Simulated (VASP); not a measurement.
# HfB2 (P6/mmm) in VASP: further runs

The runs below take HfB2 through relaxation of cell and atoms, with PBE+U.

Program: VASP 6.6.1. These are calculated values, not measurements. Logs are shortened: lines on timing, memory, paths and dates and some standing lists are left out, and cuts for length are marked.

**1. The cell of the first run**

It takes space group P6/mmm (No. 191, hexagonal). The conventional cell has a = 3.140 Å, b = 3.140 Å, c = 3.480 Å, α = 90.00°, β = 90.00°, γ = 120.00°. Hf (site symmetry 6/mmm) has 12 B at 2.51 Å and 6 Hf at 3.14 Å within 3.3 Å. B (site symmetry -6m2) has 3 B at 1.81 Å within 2.4 Å.

**2. Relaxation of cell and atoms, PBE+U**

Contents of INCAR:

```
SYSTEM = HfB2
PREC = Accurate
ENCUT = 600
EDIFF = 1E-6
ISMEAR = -1
SIGMA = 0.05
LREAL = .False.
LASPH = .True.
NELM = 150
ALGO = Normal
ISIF = 3
LWAVE = .False.
LCHARG = .False.
LMAXMIX = 4
LDAU = .True.
LDAUTYPE = 2
LDAUL = 2 -1
LDAUU = 1 0
LDAUJ = 0 0
LDAUPRINT = 1
GGA = PE
IBRION = 2
NSW = 60
EDIFFG = -0.01
```

Contents of KPOINTS:

```
regular mesh
0
Gamma
  10 10 8
  0 0 0
```

Contents of POSCAR:

```
HfB2
1.0
    3.1400000000      0.0000000000      0.0000000000
   -1.5700000000      2.7193197679      0.0000000000
    0.0000000000      0.0000000000      3.4800000000
Hf B
1 2
Direct
    0.0000000000      0.0000000000      0.0000000000
    0.6666666667      0.3333333333      0.5000000000
    0.3333333333      0.6666666667      0.5000000000
```

Potentials or basis: VASP PAW PBE potentials, release 64 (Hf_pv, B).

On the command line:

```console
$ cat potpaw_PBE.64/Hf_pv/POTCAR potpaw_PBE.64/B/POTCAR > POTCAR
$ mpirun -np 1 vasp_std > vasp.out
```

OUTCAR:

```text
SYSTEM = HfB2
   PREC = Accurate
   ENCUT = 600
   EDIFF = 1E-6
   ISMEAR = -1
   LREAL = .False.
   LASPH = .True.
   NELM = 150
   ISIF = 3
   GGA = PE
   IBRION = 2
   NSW = 60
   EDIFFG = -0.01

 ion  position               nearest neighbor table
   1  0.000  0.000  0.000-   2 2.51   3 2.51   2 2.51   3 2.51   2 2.51   2 2.51   3 2.51   3 2.51
                             2 2.51   2 2.51   3 2.51   3 2.51
   2  0.667  0.333  0.500-   3 1.81   3 1.81   3 1.81   1 2.51   1 2.51   1 2.51   1 2.51   1 2.51
                             1 2.51
   3  0.333  0.667  0.500-   2 1.81   2 1.81   2 1.81   1 2.51   1 2.51   1 2.51   1 2.51   1 2.51
                             1 2.51

  LATTYP: Found a hexagonal cell.
 ALAT       =     3.1400000000
 C/A-ratio  =     1.1082802548

  Lattice vectors:

 A1 = (   3.1400000000,   0.0000000000,   0.0000000000)
 A2 = (  -1.5700000000,   2.7193197679,   0.0000000000)
 A3 = (   0.0000000000,   0.0000000000,   3.4800000000)

Analysis of symmetry for initial positions (statically):
=====================================================================
 Subroutine PRICEL returns:
 Original cell was already a primitive cell.

 Routine SETGRP: Setting up the symmetry group for a
 hexagonal supercell.

 Subroutine GETGRP returns: Found 24 space group operations
 (whereof 24 operations were pure point group operations)
 out of a pool of 24 trial point group operations.

The static configuration has the point symmetry D_6h.

Analysis of symmetry for dynamics (positions and initial velocities):
=====================================================================
 Subroutine PRICEL returns:
 Original cell was already a primitive cell.

 Routine SETGRP: Setting up the symmetry group for a
 hexagonal supercell.

 Subroutine GETGRP returns: Found 24 space group operations
 (whereof 24 operations were pure point group operations)
 out of a pool of 24 trial point group operations.

The dynamic configuration has the point symmetry D_6h.

 Subroutine INISYM returns: Found 24 space group operations
 (whereof 24 operations are pure point group operations),
 and found     1 'primitive' translations

----------------------------------------------------------------------------------------

                                     Primitive cell

  volume of cell :      29.7146

  direct lattice vectors                    reciprocal lattice vectors
     3.140000000  0.000000000  0.000000000     0.318471338  0.183869512  0.000000000
    -1.570000000  2.719319768  0.000000000     0.000000000  0.367739025  0.000000000
     0.000000000  0.000000000  3.480000000     0.000000000  0.000000000  0.287356322

  length of vectors
     3.140000000  3.140000000  3.480000000     0.367739025  0.367739025  0.287356322

  position of ions in fractional coordinates (direct lattice)
     0.000000000  0.000000000  0.000000000
     0.666666667  0.333333333  0.500000000
     0.333333333  0.666666667  0.500000000

  ion indices of the primitive-cell ions
   primitive index   ion index
                 1           1
                 2           2
                 3           3

----------------------------------------------------------------------------------------

 KPOINTS: regular mesh

Automatic generation of k-mesh.
 Grid dimensions read from file:
 generate k-points for:   10   10    8

 Generating k-lattice:

  Cartesian coordinates                     Fractional coordinates (reciprocal lattice)
     0.031847134  0.018386951  0.000000000     0.100000000  0.000000000  0.000000000
[... 73 lines left out ...]
   EFERMI =   0.00;   METHOD = LEGACY
   ISMEAR =    -1;   SIGMA  =   0.05  broadening in eV -4-tet -1-fermi 0-gaus
   EFERMI_NEDOS =   21; number of points for ismear=-14 and -15
   IALGO  =     38    algorithm
   IMIX   =      4    mixing-type and parameters
     AMIX     =   0.40;   BMIX     =  1.00
     AMIX_MAG =   1.60;   BMIX_MAG =  1.00
  volume/ion in A,a.u.               =       9.90        66.84
  Fermi-wavevector in a.u.,A,eV,Ry     =   1.331860  2.516850 24.134693  1.773850
  Thomas-Fermi vector in A             =   2.460838
   LORBIT       =      0    0 simple, 1 ext, 2 COOP (PROOUT), +10 PAW based schemes
 LDA+U is selected, type is set to LDAUTYPE =  2
   angular momentum for each species LDAUL =     2   -1
   U (eV)           for each species LDAUU =   1.0  0.0
   J (eV)           for each species LDAUJ =   0.0  0.0
   GGA     = PE    functional components
   LHFCALC =     F    Hartree Fock is set to
   AEXX    =    0.0000 exact exchange contribution
   IVDW    =     0    specifies the selected vdW correction
   LEPSILON=     F    determine dielectric tensor
   LRPA    =     F    only Hartree local field effects (RPA)
 conjugate gradient relaxation of ions
 non-spin polarized calculation
  energy-cutoff  :      600.00
  volume of cell :       29.71
 maximum number of plane-waves:      1010
 NGX is ok and might be reduce to    28
   NGX = 13   NGY = 13   NGZ = 13

--------------------------------------- Ionic step        1  -------------------------------------------

 number of electron      15.9999999 magnetization

 Free energy of the ion-electron system (eV)
  ---------------------------------------------------
  ext. energy  EPLUGINS =         0.00000000
  ---------------------------------------------------
  free energy    TOTEN  =       -25.64408603 eV

  energy without entropy =      -25.64149575  energy(sigma->0) =      -25.64279089

------------------------ aborting loop because EDIFF is reached ----------------------------------------

  FORCE on cell =-STRESS in cart. coord.  units (eV):
  Direction    XX          YY          ZZ          XY          YZ          ZX
  --------------------------------------------------------------------------------------
  -------------------------------------------------------------------------------------
  Total        0.6072845      0.6072845      0.9233183      0.0000000     -0.0000000      0.0000000
  in kB       32.7441416     32.7441416     49.7843506      0.0000000     -0.0000000      0.0000000
  external PRESSURE =      38.4242113 kB  Pullay stress =       0.0000000 kB
[... 92 lines left out ...]
  FREE ENERGIE OF THE ION-ELECTRON SYSTEM (eV)
  ---------------------------------------------------
  free  energy   TOTEN  =       -25.6498532465 eV

  energy  without entropy=      -25.6472715368  energy(sigma->0) =      -25.64856239

atom =   1  type =  1  l = 2

 onsite density matrix

spin component  1

  0.1901 -0.0000  0.0000  0.0000  0.0000
 -0.0000  0.1820 -0.0000 -0.0000  0.0000
  0.0000 -0.0000  0.1639 -0.0000  0.0000
  0.0000 -0.0000 -0.0000  0.1820 -0.0000
  0.0000  0.0000  0.0000 -0.0000  0.1901

spin component  2

  0.1901 -0.0000  0.0000  0.0000  0.0000
 -0.0000  0.1820 -0.0000 -0.0000  0.0000
  0.0000 -0.0000  0.1639 -0.0000  0.0000
  0.0000 -0.0000 -0.0000  0.1820 -0.0000
  0.0000  0.0000  0.0000 -0.0000  0.1901

 occupancies and eigenvectors

  o =  0.1639  v =  0.0000  0.0000 -1.0000 -0.0000  0.0000  0.0000  0.0000  0.0000  0.0000  0.0000      0.0000  0.0000  0.0000  0.0000  0.0000  0.0000  0.0000  0.0000  0.0000  0.0000
  o =  0.1639  v =  0.0000  0.0000  0.0000  0.0000  0.0000  0.0000  0.0000 -1.0000 -0.0000  0.0000      0.0000  0.0000  0.0000  0.0000  0.0000  0.0000  0.0000  0.0000  0.0000  0.0000
  o =  0.1820  v =  0.0000  0.0000  0.0000 -1.0000 -0.0000  0.0000  0.0000  0.0000  0.0000  0.0000      0.0000  0.0000  0.0000  0.0000  0.0000  0.0000  0.0000  0.0000  0.0000  0.0000
  o =  0.1820  v =  0.0000  0.0000  0.0000  0.0000  0.0000  0.0000  0.0000  0.0000 -1.0000 -0.0000      0.0000  0.0000  0.0000  0.0000  0.0000  0.0000  0.0000  0.0000  0.0000  0.0000
  o =  0.1820  v =  0.0000  1.0000  0.0000  0.0000 -0.0000  0.0000  0.0000  0.0000  0.0000  0.0000      0.0000  0.0000  0.0000  0.0000  0.0000  0.0000  0.0000  0.0000  0.0000  0.0000
  o =  0.1820  v =  0.0000  0.0000  0.0000  0.0000  0.0000  0.0000  1.0000  0.0000  0.0000 -0.0000      0.0000  0.0000  0.0000  0.0000  0.0000  0.0000  0.0000  0.0000  0.0000  0.0000
  o =  0.1901  v = -0.9998  0.0000  0.0000 -0.0000  0.0199  0.0000  0.0000  0.0000  0.0000  0.0000      0.0000  0.0000  0.0000  0.0000  0.0000  0.0000  0.0000  0.0000  0.0000  0.0000
  o =  0.1901  v =  0.0000  0.0000  0.0000  0.0000  0.0000 -0.9998  0.0000  0.0000 -0.0000  0.0199      0.0000  0.0000  0.0000  0.0000  0.0000  0.0000  0.0000  0.0000  0.0000  0.0000
  o =  0.1901  v =  0.0199  0.0000  0.0000 -0.0000  0.9998  0.0000  0.0000  0.0000  0.0000  0.0000      0.0000  0.0000  0.0000  0.0000  0.0000  0.0000  0.0000  0.0000  0.0000  0.0000
  o =  0.1901  v =  0.0000  0.0000  0.0000  0.0000  0.0000  0.0199  0.0000  0.0000 -0.0000  0.9998      0.0000  0.0000  0.0000  0.0000  0.0000  0.0000  0.0000  0.0000  0.0000  0.0000

--------------------------------------- Ionic step        4  -------------------------------------------

 number of electron      16.0000000 magnetization

 Free energy of the ion-electron system (eV)
  ---------------------------------------------------
  ext. energy  EPLUGINS =         0.00000000
  ---------------------------------------------------
  free energy    TOTEN  =       -25.65014925 eV

  energy without entropy =      -25.64760529  energy(sigma->0) =      -25.64887727

 E-fermi :   7.5869     XC(G=0): -12.5246

 val. band max:        7.5264310061   @ k =   0.2000   0.2000   0.1250
 cond. band min:       7.7773495320   @ k =   0.0000   0.0000   0.2500
 fundamental gap:      0.2509185259
 Fermi energy:         7.5869003265

 k-point     1 :       0.0000    0.0000    0.0000
  band No.  band energies     occupation
      1     -23.2506      2.00000
      2     -22.7726      2.00000
      3     -22.7726      2.00000
      4      -6.0814      2.00000
      5       4.6864      2.00000
      6       4.7435      2.00000
      7       4.8339      2.00000
      8       4.8339      2.00000
      9      11.7196      0.00000
     10      11.7196      0.00000
     11      12.2287      0.00000
     12      12.2287      0.00000
[... 331 lines left out ...]
 k-point    24 :       0.4000    0.1000    0.1250
  band No.  band energies     occupation
      1     -23.4547      2.00000
      2     -23.1558      2.00000
      3     -22.9778      2.00000
      4      -2.3015      2.00000
      5      -0.9295      2.00000
      6       3.0283      2.00000
      7       3.8950      2.00000
      8       5.4895      2.00000
      9       8.7657      0.00000
     10      11.7480      0.00000
     11      11.7980      0.00000
     12      13.9269      0.00000

 [... further k-points ...]

------------------------ aborting loop because EDIFF is reached ----------------------------------------

  FORCE on cell =-STRESS in cart. coord.  units (eV):
  Direction    XX          YY          ZZ          XY          YZ          ZX
  --------------------------------------------------------------------------------------
  -------------------------------------------------------------------------------------
  Total       -0.0039019     -0.0039019      0.0013460      0.0000000     -0.0000000     -0.0000000
  in kB       -0.2071606     -0.2071606      0.0714607      0.0000000     -0.0000000     -0.0000000
  external PRESSURE =      -0.1142868 kB  Pullay stress =       0.0000000 kB
[... 18 lines left out ...]
  FREE ENERGIE OF THE ION-ELECTRON SYSTEM (eV)
  ---------------------------------------------------
  free  energy   TOTEN  =       -25.6501492540 eV

  energy  without entropy=      -25.6476052898  energy(sigma->0) =      -25.64887727

 reached required accuracy - stopping structural energy minimisation
```

Wall time 42 s (1 thread of Intel Xeon 6975P-C (Granite Rapids), shared host); peak memory 0.19 GiB.

Results:

* Free energy: -25.6501 eV
* Relaxed volume: 10.06 Å³/atom
* Relaxed cell: a = 3.150 Å, b = 3.150 Å, c = 3.512 Å, α = 90.00°, β = 90.00°, γ = 120.00°
* Space group after relaxing (to 0.1 Å): P6/mmm (No. 191)
* Energy gained by relaxing: 2.0 meV/atom
* Ionic steps: 4
* Pressure after relaxing: 0.0 GPa
* Band gap on the k mesh: zero (bands 8 and 9 overlap by 0.90 eV)

The path:
```tsv
step	energy change (eV)	largest force (eV/Å)	pressure (GPa)	volume (Å³)
1	0.0000	0.0000	3.84	29.71
2	0.0022	0.0000	-4.55	30.75
3	-0.0058	0.0000	-0.13	30.19
4	-0.0061	0.0000	-0.01	30.18
```

Final structure:
```cif
data_structure
_symmetry_space_group_name_H-M 'P 1'
_symmetry_Int_Tables_number 1
_cell_length_a 3.1500
_cell_length_b 3.1500
_cell_length_c 3.5117
_cell_angle_alpha 90.000
_cell_angle_beta 90.000
_cell_angle_gamma 120.000
_cell_volume 30.18
loop_
_atom_site_label
_atom_site_type_symbol
_atom_site_fract_x
_atom_site_fract_y
_atom_site_fract_z
_atom_site_occupancy
Hf1 Hf 0.00000 0.00000 0.00000 1
B1 B 0.66667 0.33333 0.50000 1
B2 B 0.33333 0.66667 0.50000 1
```

Eigenvalues of the final occupation matrices:
```csv
site,spin,trace,eigenvalues
site 1 d,1,0.91,0.16 0.18 0.18 0.19 0.19
site 1 d,2,0.91,0.16 0.18 0.18 0.19 0.19
```

Caveat: spin-orbit coupling is left out, which moves the levels of the heavy elements; U without spin polarisation on a metal has little footing; the U is typed as a test and isn't derived for this compound. Zero-point motion and thermal expansion aren't in these numbers.

**3. Relaxation of cell and atoms, PBE+U**

Contents of INCAR:

```
SYSTEM = HfB2
PREC = Accurate ; ENCUT = 600
EDIFF = 1E-6 ; ISMEAR = -1
SIGMA = 0.05 ; LREAL = .FALSE.
LASPH = .TRUE. ; NELM = 150
ALGO = Normal ; ISIF = 3
LWAVE = .FALSE. ; LCHARG = .FALSE.
LMAXMIX = 4 ; LDAU = .TRUE.
LDAUTYPE = 2 ; LDAUL = 2 -1
LDAUU = 2 0 ; LDAUJ = 0 0
LDAUPRINT = 1 ; GGA = PE
IBRION = 2 ; NSW = 60
EDIFFG = -0.01
```

Contents of KPOINTS:

```
regular mesh
0
G
  10 10 8
  0 0 0
```

POSCAR is that of step 2.

Potentials or basis: VASP PAW PBE potentials, release 64 (Hf_pv, B).

On the command line:

```console
$ cat potpaw_PBE.64/Hf_pv/POTCAR potpaw_PBE.64/B/POTCAR > POTCAR
$ mpirun -np 1 vasp_std > vasp.out
```

It took 40 s on 1 thread of Intel Xeon 6975P-C (Granite Rapids), shared host; peak memory 0.19 GiB.

It converged, with:

```
Free energy                           : -24.9168 eV
Relaxed volume                        : 10.18 Å³/atom
Relaxed cell                          : a = 3.159 Å, b = 3.159 Å, c = 3.533 Å, α = 90.00°, β = 90.00°, γ = 120.00°
Space group after relaxing (to 0.1 Å) : P6/mmm (No. 191)
Energy gained by relaxing             : 6.1 meV/atom
Ionic steps                           : 4
Pressure after relaxing               : 0.0 GPa
Band gap on the k mesh                : zero (bands 8 and 9 overlap by 0.95 eV)
```

The path:
```tsv
step	energy change (eV)	largest force (eV/Å)	pressure (GPa)	volume (Å³)
1	0.0000	0.0000	6.75	29.71
2	0.0067	0.0000	-7.56	31.55
3	-0.0174	0.0000	-0.20	30.54
4	-0.0182	0.0000	-0.03	30.53
```

Final structure:
```yaml
crystal:
  lattice:
    - [3.15860, 0.00000, 0.00000]
    - [-1.57930, 2.73543, 0.00000]
    - [0.00000, 0.00000, 3.53341]
  atoms:
    - { symbol: Hf, position: [0.00000, 0.00000, 0.00000] }
    - { symbol: B, position: [0.66667, 0.33333, 0.50000] }
    - { symbol: B, position: [0.33333, 0.66667, 0.50000] }
```

Levels at points of the mesh, in eV from the Fermi level:
```tsv
k point	band 4	band 5	band 6	band 7	band 8	band 9	band 10	band 11	band 12
(0.00, 0.00, 0.00)	-13.71	-2.99	-2.90	-2.74	-2.74	4.16	4.16	4.57	4.57
(0.50, 0.00, 0.00)	-9.69	-9.12	-4.02	-3.45	-2.65	1.91	2.87	5.44	5.83
(0.00, 0.00, 0.50)	-11.44	-8.44	-1.20	-1.20	0.54	0.54	1.17	1.17	2.21
(0.50, 0.00, 0.50)	-10.19	-7.58	-4.80	-4.60	-2.86	3.79	4.07	6.34	6.99
```

Eigenvalues of the final occupation matrices:
```tsv
site	spin	trace	eigenvalues
site 1 d	1	0.88	0.16 0.18 0.18 0.19 0.19
site 1 d	2	0.88	0.16 0.18 0.18 0.19 0.19
```

Caveat: spin-orbit coupling is left out, which moves the levels of the heavy elements; U without spin polarisation on a metal has little footing; the U is typed as a test and isn't derived for this compound. Zero-point motion and thermal expansion aren't in these numbers.

(Part 1 of 2 ends here.)
